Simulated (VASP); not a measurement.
The system is Nb.

```
Nb
1.0
     0.00000    2.11500    2.11500
     2.11500    0.00000    2.11500
     2.11500    2.11500    0.00000
Nb
1
Direct
  0.00000 0.00000 0.00000
```

```yaml
Program: VASP 6.6.1
Task: relaxation of cell and atoms
Functional: revPBE
Dispersion: D4
Potentials_or_basis: VASP PAW PBE potentials, release 64 (Nb_sv)
Cutoff: 600 eV
k_mesh: 11 × 11 × 11
Occupations: fermi-dirac, width 0.05 eV
Spin: no spin polarisation
```

At the start: pressure -4.2 GPa; volume 18.92 Å³/atom.

Problem. Where does the relaxation end?

Solution. Over 3 steps the energy falls by 6.6 meV/atom and the volume is 18.43 Å³/atom (-2.6 %); space group Fm-3m (No. 225, to 0.05 Å).

Step by step:
```
step  energy change (eV)  largest force (eV/Å)  pressure (GPa)  volume (Å³)
   1              0.0000                0.0000           -4.17        18.92
   2              0.0141                0.0000            8.44        17.61
   3             -0.0066                0.0000            0.01        18.43
```

Final structure:
```yaml
crystal:
  lattice:
    - [0.00000, 2.09662, 2.09662]
    - [2.09662, 0.00000, 2.09662]
    - [2.09662, 2.09662, 0.00000]
  atoms:
    - { symbol: Nb, position: [0.00000, 0.00000, 0.00000] }
```

Caveat: the PAW data sets were made with another functional, which shifts forces and pressure a little; pairwise dispersion overbinds metals, which lowers pressure and volume.
